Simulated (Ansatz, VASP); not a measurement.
WC: VASP beside Ansatz

INCAR

```
  PREC = Accurate
  ENCUT = 520
  EDIFF = 1E-6
  ISMEAR = 0
  SIGMA = 0.15
  LREAL = False
  LASPH = True
  NELM = 100
  ALGO = Normal
  ISIF = 2
  LWAVE = False
  LCHARG = False
  GGA = PE
  NBANDS = 16
```

The input KPOINTS:

```
regular mesh
0
Gamma
  18 18 16
```

POSCAR

```
WC
1.0
    2.9005014360      0.0000000000      0.0000000000
   -1.4502507180      2.5119079273      0.0000000000
    0.0000000000      0.0000000000      2.6026800000
W C
1 1
Direct
    0.0000000000      0.0000000000      0.0000000000
    0.6666666667      0.3333333333      0.5000000000
```

Input for Ansatz:

```yaml
crystal:
  lattice:
    - [2.900501436, 0.0, 0.0]
    - [-1.450250718, 2.5119079273, 0.0]
    - [0.0, 0.0, 2.60268]
  atoms:
    - { symbol: W, position: [0.0, 0.0, 0.0] }
    - { symbol: C, position: [0.6666666667, 0.3333333333, 0.5] }
basis:
  ecutwfc: 420
kpoints:
  mp_grid: { grid: [18, 18, 16] }
hamiltonian:
  xc: pbe
scf:
  occupations: { method: gaussian, width: 0.15 }
output:
  forces: true
  stress: true
  eigenvalues: true
```

Change from the starting cell: strain +0.000 along x and y, -0.080 along z, atoms carried along.

Alike in both runs: task single point; functional PBE; k mesh 18 × 18 × 16; occupations gaussian, width 0.15 eV; no spin polarisation.

|  | VASP | Ansatz |
| --- | --- | --- |
| version | VASP 6.6.1 | Ansatz 0.2.0 |
| potentials or method | VASP PAW PBE potentials, release 64 (W_sv, C), cutoff 520 eV | scalar-relativistic, plane waves, PAW |
| valence electrons in the cell | 18 | 18 |

Ansatz gave:

```
gap on the k mesh at the Fermi level (eV)                     : none
pressure (GPa)                                                : 57.1
traceless stress, the component that is largest in VASP (GPa) : 55.78
```

Task: What did VASP give for the same quantities?

Result: gap on the k mesh at the Fermi level (eV): none; pressure (GPa): 59.0; traceless stress, the component that is largest in VASP (GPa): 56.38.

A gap of «none» marks a metal or a gap that the smearing closes. Both programs put the cell under a high pressure, so it lies far from rest at this level. The functional is the same, so the differences come from potentials, cutoffs and numerics.

Spin-orbit coupling is off throughout.
